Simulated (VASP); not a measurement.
Input of a VASP 6.6.1 run:

POSCAR

```
BaF2
1.0
    0.0000000000      3.1278307554      3.1278307554
    3.1278307554      0.0000000000      3.1278307554
    3.1278307554      3.1278307554      0.0000000000
Ba F
1 2
Direct
    0.0000000000      0.0000000000      0.0000000000
    0.2500000000      0.2500000000      0.2500000000
    0.7500000000      0.7500000000      0.7500000000
```

Contents of INCAR.step1:

```
PREC     = Accurate       # precision mode
ENCUT    = 660            # plane-wave cutoff, eV
ISMEAR   = 0              # smearing method
SIGMA    = 0.01           # smearing width, eV
LREAL    = F              # projectors in reciprocal space
LASPH    = T              # aspherical terms in the spheres
NELM     = 120            # most SCF steps
NBANDS   = 19             # bands
GGA      = PE             # functional
ALGO     = Normal         # electronic algorithm
EDIFF    = 1E-5           # SCF threshold, eV
LWAVE    = T              # write WAVECAR
LCHARG   = F              # write CHGCAR
GGA_COMPAT= F
```

The input INCAR.step2:

```
PREC     = Accurate       # precision mode
ENCUT    = 660            # plane-wave cutoff, eV
EDIFF    = 1E-6           # SCF threshold, eV
ISMEAR   = 0              # smearing method
SIGMA    = 0.01           # smearing width, eV
LREAL    = F              # projectors in reciprocal space
LASPH    = T              # aspherical terms in the spheres
NELM     = 120            # most SCF steps
ALGO     = Normal         # electronic algorithm
ISIF     = 2              # what is computed and relaxed
LWAVE    = F              # write WAVECAR
LCHARG   = F              # write CHGCAR
METAGGA  = R2SCAN         # meta-GGA
LMIXTAU  = T            
NBANDS   = 19             # bands
ISTART   = 1            
GGA_COMPAT= F
```

Contents of KPOINTS:

```
regular mesh
0
Gamma
  6 6 6
```

Potentials or basis: VASP PAW PBE potentials, release 64 (Ba_sv, F).

Launch:

```sh
$ cat potpaw_PBE.64/Ba_sv/POTCAR potpaw_PBE.64/F/POTCAR > POTCAR
$ cp INCAR.step1 INCAR
$ mpirun -np 1 vasp_std > vasp.out
$ cp INCAR.step2 INCAR
$ mpirun -np 1 vasp_std > vasp.out
```

Question: Predict the pressure.

Answer: -0.9 GPa.

Question: What does it give for the band gap on the k mesh?

Answer: 7.23 eV (least direct gap 7.29 eV).

Caveat: the PAW data sets were made with another functional, which shifts forces and pressure a little; spin-orbit coupling is left out, which moves the levels of the heavy elements. A k mesh can miss the band edges.
